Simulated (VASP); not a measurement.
# Zn (Im-3m) in VASP: a series of runs

Zn is run at these levels: BLYP; tasks: single point, relaxation of cell and atoms.

Program: VASP 6.6.1. These are calculated values, not measurements. Logs are shortened: lines on timing, memory, paths and dates and some standing lists are left out, and cuts for length are marked.

### Step 1. The cell of the first run

It takes space group Im-3m (No. 229, cubic). The conventional cell has a = 3.264 Å, b = 3.264 Å, c = 3.264 Å, α = 90.00°, β = 90.00°, γ = 90.00°. Within 3.7 Å of Zn (site symmetry m-3m) lie 14 Zn at 2.83 to 3.26 Å.

### Step 2. Single point, BLYP

INCAR

```
SYSTEM = Zn
  PREC = Accurate
  ENCUT = 520
  EDIFF = 1E-7
  ISMEAR = -1
  SIGMA = 0.1
  LREAL = .FALSE.
  LASPH = .TRUE.
  NELM = 100
  ALGO = Normal
  ISIF = 2
  LWAVE = .FALSE.
  LCHARG = .TRUE.
  GGA = B5
  ALDAX = 1.0
  AGGAX = 1.0
  AGGAC = 1.0
  ALDAC = 0.0
  LELF = .TRUE.
  LVHAR = .TRUE.
  NBANDS = 12
```

KPOINTS

```
Automatic mesh
0
G
  15 15 15
  0 0 0
```

POSCAR

```
Zn
1.0
   -1.6320057521      1.6320057521      1.6320057521
    1.6320057521     -1.6320057521      1.6320057521
    1.6320057521      1.6320057521     -1.6320057521
Zn
1
Direct
    0.0000000000      0.0000000000      0.0000000000
```

Potentials or basis: VASP PAW PBE potentials, release 64 (Zn).

The run is started by

```console
$ cat potpaw_PBE.64/Zn/POTCAR > POTCAR
$ mpirun -np 1 vasp_std > vasp.out
```

OUTCAR:

```text
SYSTEM = Zn
   PREC = Accurate
   ENCUT = 520
   EDIFF = 1E-7
   ISMEAR = -1
   LREAL = .FALSE.
   LASPH = .TRUE.
   NELM = 100
   ISIF = 2
   GGA = B5

 ion  position               nearest neighbor table
   1  0.000  0.000  0.000-

  LATTYP: Found a body centered cubic cell.
 ALAT       =     3.2640115042

  Lattice vectors:

 A1 = (  -1.6320057521,   1.6320057521,   1.6320057521)
 A2 = (   1.6320057521,  -1.6320057521,   1.6320057521)
 A3 = (   1.6320057521,   1.6320057521,  -1.6320057521)

Analysis of symmetry for initial positions (statically):
=====================================================================
 Subroutine PRICEL returns:
 Original cell was already a primitive cell.

 Routine SETGRP: Setting up the symmetry group for a
 body centered cubic supercell.

 Subroutine GETGRP returns: Found 48 space group operations
 (whereof 48 operations were pure point group operations)
 out of a pool of 48 trial point group operations.

The static configuration has the point symmetry O_h .

Analysis of symmetry for dynamics (positions and initial velocities):
=====================================================================
 Subroutine PRICEL returns:
 Original cell was already a primitive cell.

 Routine SETGRP: Setting up the symmetry group for a
 body centered cubic supercell.

 Subroutine GETGRP returns: Found 48 space group operations
 (whereof 48 operations were pure point group operations)
 out of a pool of 48 trial point group operations.

The dynamic configuration has the point symmetry O_h .

 Subroutine INISYM returns: Found 48 space group operations
 (whereof 48 operations are pure point group operations),
 and found     1 'primitive' translations

----------------------------------------------------------------------------------------

                                     Primitive cell

  volume of cell :      17.3870

  direct lattice vectors                    reciprocal lattice vectors
    -1.632005752  1.632005752  1.632005752     0.000000000  0.306371469  0.306371469
     1.632005752 -1.632005752  1.632005752     0.306371469  0.000000000  0.306371469
     1.632005752  1.632005752 -1.632005752     0.306371469  0.306371469  0.000000000

  length of vectors
     2.826716881  2.826716881  2.826716881     0.433274687  0.433274687  0.433274687

  position of ions in fractional coordinates (direct lattice)
     0.000000000  0.000000000  0.000000000

  ion indices of the primitive-cell ions
   primitive index   ion index
                 1           1

----------------------------------------------------------------------------------------

 KPOINTS: Automatic mesh

Automatic generation of k-mesh.
 Grid dimensions read from file:
 generate k-points for:   15   15   15

 Generating k-lattice:

  Cartesian coordinates                     Fractional coordinates (reciprocal lattice)
     0.000000000  0.020424765  0.020424765     0.066666667  0.000000000  0.000000000
     0.020424765  0.000000000  0.020424765     0.000000000  0.066666667  0.000000000
     0.020424765  0.020424765  0.000000000     0.000000000  0.000000000  0.066666667

  Length of vectors
     0.028884979  0.028884979  0.028884979

  Shift w.r.t. Gamma in fractional coordinates (k-lattice)
     0.000000000  0.000000000  0.000000000

 Subroutine IBZKPT returns following result:
 ===========================================

 Found    120 irreducible k-points:

 Following reciprocal coordinates:
            Coordinates               Weight
  0.000000  0.000000  0.000000      1.000000
  0.066667  0.000000  0.000000     12.000000
  0.133333  0.000000  0.000000     12.000000
  0.200000  0.000000  0.000000     12.000000
  0.266667  0.000000  0.000000     12.000000
  0.333333  0.000000  0.000000     12.000000
[... 16 lines left out ...]
  0.333333  0.200000  0.000000     48.000000
  0.400000  0.200000 -0.000000     24.000000
 [... further k-points ...]
   k-points           NKPTS =    120   k-points in BZ     NKDIM =    120   number of bands    NBANDS=     12
   number of dos      NEDOS =    301   number of ions     NIONS =      1
   total plane-waves  NPLWV =  13824
   dimension x,y,z NGX =    24 NGY =   24 NGZ =   24
   dimension x,y,z NGXF=    48 NGYF=   48 NGZF=   48
   ions per type =               1
   NGX,Y,Z   is equivalent  to a cutoff of  14.11, 14.11, 14.11 a.u.
   NGXF,Y,Z  is equivalent  to a cutoff of  28.23, 28.23, 28.23 a.u.
 SYSTEM =  Zn
   PREC   = accura    normal or accurate (medium, high low for compatibility)
   ISTART =      0    job   : 0-new  1-cont  2-samecut
   ICHARG =      2    charge: 1-file 2-atom 10-const
   ISPIN  =      1    spin polarized calculation?
   LNONCOLLINEAR =      F non collinear calculations
   LSORBIT =      F    spin-orbit coupling
   LASPH  =      T    aspherical Exc in radial PAW
   ENCUT  =  520.0 eV  38.22 Ry    6.18 a.u.   5.26  5.26  5.26*2*pi/ulx,y,z
   NELM   =    100;   NELMIN=  2; NELMDL= -5     # of ELM steps
   EDIFF  = 0.1E-06   stopping-criterion for ELM
   LREAL  =      F    real-space projection
   EDIFFG = 0.1E-05   stopping-criterion for IOM
   NSW    =      0    number of steps for IOM
   IBRION =     -1    ionic relax: 0-MD 1-quasi-New 2-CG
   NFREE  =      0    steps in history (QN), initial steepest desc. (CG)
   ISIF   =      2    stress and relaxation
   ISYM   =      2    0-nonsym 1-usesym 2-fastsym
   POTIM  = 0.5000    time-step for ionic-motion
   TEBEG  =    0.0;   TEEND  =   0.0 temperature during run
   PSTRESS=    0.0 pullay stress
   NELECT =      12.0000    total number of electrons
   NUPDOWN=      -1.0000    fix difference up-down
   EMIN   =  10.00;   EMAX   =-10.00  energy-range for DOS
   EFERMI =   0.00;   METHOD = LEGACY
   ISMEAR =    -1;   SIGMA  =   0.10  broadening in eV -4-tet -1-fermi 0-gaus
   EFERMI_NEDOS =   21; number of points for ismear=-14 and -15
   IALGO  =     38    algorithm
   IMIX   =      4    mixing-type and parameters
     AMIX     =   0.40;   BMIX     =  1.00
     AMIX_MAG =   1.60;   BMIX_MAG =  1.00
  volume/ion in A,a.u.               =      17.39       117.33
  Fermi-wavevector in a.u.,A,eV,Ry     =   1.446750  2.733962 28.478168  2.093086
  Thomas-Fermi vector in A             =   2.564783
   LORBIT       =      0    0 simple, 1 ext, 2 COOP (PROOUT), +10 PAW based schemes
   GGA     = B5    functional components
   LHFCALC =     F    Hartree Fock is set to
   AEXX    =    0.0000 exact exchange contribution
   IVDW    =     0    specifies the selected vdW correction
   LEPSILON=     F    determine dielectric tensor
   LRPA    =     F    only Hartree local field effects (RPA)
 non-spin polarized calculation
  energy-cutoff  :      520.00
  volume of cell :       17.39
 maximum number of plane-waves:       478
 NGX is ok and might be reduce to    24
   NGX = 11   NGY = 11   NGZ = 11

 number of electron      11.9999990 magnetization

 Free energy of the ion-electron system (eV)
  ---------------------------------------------------
  ext. energy  EPLUGINS =         0.00000000
  ---------------------------------------------------
  free energy    TOTEN  =        -0.29503486 eV

  energy without entropy =       -0.28298018  energy(sigma->0) =       -0.28900752

 E-fermi :   2.6518     XC(G=0): -10.3330

 val. band max:        2.6381819967   @ k =  -0.4667  -0.4667   0.2000
 cond. band min:       2.6946406121   @ k =  -0.4667  -0.4667   0.2000
 fundamental gap:      0.0564586154
 Fermi energy:         2.6517677248

 k-point     1 :       0.0000    0.0000    0.0000
  band No.  band energies     occupation
      1      -6.6503      2.00000
      2      -4.8835      2.00000
      3      -4.8835      2.00000
      4      -4.8835      2.00000
      5      -4.4816      2.00000
      6      -4.4816      2.00000
      7      19.4650      0.00000
      8      19.4650      0.00000
      9      19.4650      0.00000
     10      22.8438      0.00000
     11      22.8438      0.00000
     12      22.8438      0.00000

 k-point     2 :       0.0667    0.0000    0.0000
  band No.  band energies     occupation
      1      -6.5215      2.00000
      2      -4.8934      2.00000
      3      -4.8800      2.00000
      4      -4.8568      2.00000
      5      -4.4911      2.00000
      6      -4.4811      2.00000
      7      18.0728      0.00000
      8      18.7077      0.00000
      9      19.1225      0.00000
     10      21.3388      0.00000
     11      21.5992      0.00000
     12      22.4262      0.00000

 k-point     3 :       0.1333    0.0000    0.0000
  band No.  band energies     occupation
      1      -6.1473      2.00000
      2      -4.9216      2.00000
      3      -4.8624      2.00000
      4      -4.7804      2.00000
      5      -4.5126      2.00000
      6      -4.4795      2.00000
      7      15.2383      0.00000
      8      17.3330      0.00000
      9      18.2315      0.00000
     10      20.3376      0.00000
     11      20.3680      0.00000
     12      22.4085      0.00000
[... 286 lines left out ...]
 k-point    23 :       0.3333    0.2000    0.0000
  band No.  band energies     occupation
      1      -5.1642      2.00000
      2      -5.0054      2.00000
      3      -4.6202      2.00000
      4      -4.5115      2.00000
      5      -4.3801      2.00000
      6       0.1392      2.00000
      7       4.0119      0.00000
      8       7.8517      0.00000
      9      13.2831      0.00000
     10      20.0921      0.00000
     11      23.2703      0.00000
     12      25.4554      0.00000

 k-point    24 :       0.4000    0.2000   -0.0000
  band No.  band energies     occupation
      1      -5.1740      2.00000
      2      -5.0143      2.00000
      3      -4.6116      2.00000
      4      -4.5027      2.00000
      5      -4.3653      2.00000
      6       1.8675      1.99922
      7       2.0483      1.99522
      8       7.7056      0.00000
      9      13.1601      0.00000
     10      19.9973      0.00000
     11      24.3433      0.00000
     12      25.1287      0.00000

 [... further k-points ...]

------------------------ aborting loop because EDIFF is reached ----------------------------------------

  FORCE on cell =-STRESS in cart. coord.  units (eV):
  Direction    XX          YY          ZZ          XY          YZ          ZX
  --------------------------------------------------------------------------------------
  -------------------------------------------------------------------------------------
  Total        0.0227398      0.0227398      0.0227398     -0.0000000     -0.0000000     -0.0000000
  in kB        2.0954287      2.0954287      2.0954287     -0.0000000     -0.0000000     -0.0000000
  external PRESSURE =       2.0954287 kB  Pullay stress =       0.0000000 kB

 VOLUME and BASIS-vectors are now :
 -----------------------------------------------------------------------------
  energy-cutoff  :      520.00
  volume of cell :       17.39
      direct lattice vectors                 reciprocal lattice vectors
    -1.632005752  1.632005752  1.632005752     0.000000000  0.306371469  0.306371469
     1.632005752 -1.632005752  1.632005752     0.306371469  0.000000000  0.306371469
     1.632005752  1.632005752 -1.632005752     0.306371469  0.306371469  0.000000000

 POSITION                                       TOTAL-FORCE (eV/Angst)
 -----------------------------------------------------------------------------------
      0.00000      0.00000      0.00000        -0.000000      0.000000      0.000000
 -----------------------------------------------------------------------------------
    total drift:                                0.000000      0.000000     -0.000000

  FREE ENERGIE OF THE ION-ELECTRON SYSTEM (eV)
  ---------------------------------------------------
  free  energy   TOTEN  =        -0.2950348584 eV

  energy  without entropy=       -0.2829801848  energy(sigma->0) =       -0.28900752
```

It took 10 s on 1 thread of Intel Xeon 6975P-C (Granite Rapids), shared host; peak memory 0.14 GiB.

What came out:

```
Free energy            : -0.2950 eV
Pressure               : 0.2 GPa
Band gap on the k mesh : zero (band 6 reaches 5.84 eV, above the bottom of band 7 at 1.50 eV)
```

Caveat: the PAW data sets were made with another functional, which shifts forces and pressure a little.

### Step 3. Single point, BLYP (volume scaled by 1.04)

INCAR

```
SYSTEM = Zn
PREC = Accurate ; ENCUT = 520
EDIFF = 1E-6 ; ISMEAR = -1
SIGMA = 0.1 ; LREAL = .FALSE.
LASPH = .TRUE. ; NELM = 100
ALGO = Normal ; ISIF = 2
LWAVE = .FALSE. ; LCHARG = .FALSE.
GGA = B5 ; ALDAX = 1.0
AGGAX = 1.0 ; AGGAC = 1.0
ALDAC = 0.0 ; NBANDS = 12
```

KPOINTS

```
regular mesh
0
G
  15 15 15
  0 0 0
```

POSCAR

```
Zn
1.0
   -1.6534819749      1.6534819749      1.6534819749
    1.6534819749     -1.6534819749      1.6534819749
    1.6534819749      1.6534819749     -1.6534819749
Zn
1
Direct
    0.0000000000      0.0000000000      0.0000000000
```

Potentials or basis: VASP PAW PBE potentials, release 64 (Zn).

The run is started by

```console
$ cat potpaw_PBE.64/Zn/POTCAR > POTCAR
$ mpirun -np 1 vasp_std > vasp.out
```

It took 8.7 s on 1 thread of Intel Xeon 6975P-C (Granite Rapids), shared host; peak memory 0.15 GiB.

It converged, with:

```
Free energy            : -0.2934 eV
Pressure               : -1.0 GPa
Band gap on the k mesh : zero (band 6 reaches 5.52 eV, above the bottom of band 7 at 1.19 eV)
```

Levels at points of the mesh, in eV from the Fermi level:
| k point | band 2 | band 3 | band 4 | band 5 | band 6 | band 7 | band 8 | band 9 | band 10 | band 11 |
| --- | --- | --- | --- | --- | --- | --- | --- | --- | --- | --- |
| (0.00, 0.00, 0.00) | -7.42 | -7.42 | -7.42 | -7.05 | -7.05 | 16.27 | 16.27 | 16.27 | 19.89 | 19.89 |

Caveat: the PAW data sets were made with another functional, which shifts forces and pressure a little.

### Step 4. Single point, BLYP (volume scaled by 1.08)

INCAR

```
AGGAC = 1.0
AGGAX = 1.0
ALDAC = 0.0
ALDAX = 1.0
ALGO = Normal
EDIFF = 1E-7
ENCUT = 520
GGA = B5
ISIF = 2
ISMEAR = -1
LASPH = True
LCHARG = False
LREAL = False
LWAVE = False
NBANDS = 12
NELM = 60
PREC = Accurate
SIGMA = 0.1
```

KPOINTS

```
k-points
0
Gamma
  15 15 15
```

POSCAR

```
Zn
1.0
   -1.6744143486      1.6744143486      1.6744143486
    1.6744143486     -1.6744143486      1.6744143486
    1.6744143486      1.6744143486     -1.6744143486
Zn
1
Direct
    0.0000000000      0.0000000000      0.0000000000
```

The run is started by

```console
$ cat potpaw_PBE.64/Zn/POTCAR > POTCAR
$ mpirun -np 1 vasp_std > vasp.out
```

Run time: 9.6 s. Hardware: 1 thread of Intel Xeon 6975P-C (Granite Rapids), shared host; peak memory 0.15 GiB.

The run converged. Its results:

| Quantity | Value |
| --- | --- |
| Free energy | -0.2875 eV |
| Pressure | -1.8 GPa |
| Band gap on the k mesh | zero (band 6 reaches 5.21 eV, above the bottom of band 7 at 0.91 eV) |

Levels at points of the mesh, in eV from the Fermi level:
| k point | band 3 | band 4 | band 5 | band 6 | band 7 | band 8 | band 9 | band 10 |
| --- | --- | --- | --- | --- | --- | --- | --- | --- |
| (0.00, 0.00, 0.00) | -7.32 | -7.32 | -6.97 | -6.97 | 15.76 | 15.76 | 15.76 | 19.61 |

Caveat: the PAW data sets were made with another functional, which shifts forces and pressure a little.

### Step 5. Single point, BLYP (volume scaled by 1.12)

INCAR

```
  PREC = Accurate
  ENCUT = 520
  EDIFF = 1E-6
  ISMEAR = -1
  SIGMA = 0.1
  LREAL = F
  LASPH = T
  NELM = 60
  ALGO = Normal
  ISIF = 2
  LWAVE = F
  LCHARG = F
  GGA = B5
  ALDAX = 1.0
  AGGAX = 1.0
  AGGAC = 1.0
  ALDAC = 0.0
  NBANDS = 12
```

KPOINTS

```
Automatic mesh
0
Gamma
  15 15 15
```

POSCAR

```
Zn
1.0
   -1.6948360484      1.6948360484      1.6948360484
    1.6948360484     -1.6948360484      1.6948360484
    1.6948360484      1.6948360484     -1.6948360484
Zn
1
Direct
    0.0000000000      0.0000000000      0.0000000000
```

The run is started by

```console
$ cat potpaw_PBE.64/Zn/POTCAR > POTCAR
$ mpirun -np 1 vasp_std > vasp.out
```

Wall time 8.6 s (1 thread of Intel Xeon 6975P-C (Granite Rapids), shared host); peak memory 0.15 GiB.

It converged, with:

```
Free energy            : -0.2785 eV
Pressure               : -2.4 GPa
Band gap on the k mesh : zero (band 6 reaches 4.91 eV, above the bottom of band 7 at 0.65 eV)
```

Levels at points of the mesh, in eV from the Fermi level:
```csv
k point,band 4,band 5,band 6,band 7,band 8,band 9
"(0.00, 0.00, 0.00)",-7.23,-6.90,-6.90,15.29,15.29,15.29
```

Caveat: the PAW data sets were made with another functional, which shifts forces and pressure a little.

[end of part 1 of 2]
